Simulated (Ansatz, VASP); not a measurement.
# Two plane-wave programs on Mo2C3

```xyz
5
Lattice="3.8315 0.0000 0.0000 0.0000 3.8315 0.0000 0.0000 0.0000 5.6786" Properties=species:S:1:pos:R:3 pbc="T T T"
Mo    1.9157    0.0000    2.8393
Mo    0.0000    1.9157    2.8393
C     0.0000    0.0000    1.9668
C     0.0000    0.0000    3.7118
C     0.0000    0.0000    0.0000
```

Alike in both runs: task single point; functional PBE; k mesh 4 × 4 × 4; occupations gaussian, width 0.1 eV; no spin polarisation.

|  | VASP | Ansatz |
| --- | --- | --- |
| version | VASP 6.6.1 | Ansatz 0.2.0 |
| potentials or method | VASP PAW PBE potentials, release 64 (Mo_sv, C), cutoff 520 eV | scalar-relativistic, plane waves, PAW |
| valence electrons in the cell | 40 | 40 |

```csv
,VASP,Ansatz,Ansatz less VASP
gap on the k mesh at the Fermi level (eV),none,none,-
pressure (GPa),0.3,0.1,-0.20
"traceless stress, the component that is largest in VASP (GPa)",-12.69,-12.60,+0.085
rms of the force components (eV/Å),1.334,1.322,-0.0115
```

Atom by atom the forces differ by 0.012 eV/Å (rms over components). A gap of «none» marks a metal or a gap that the smearing closes.

The k mesh is coarse, so the values compare programs but aren't converged.
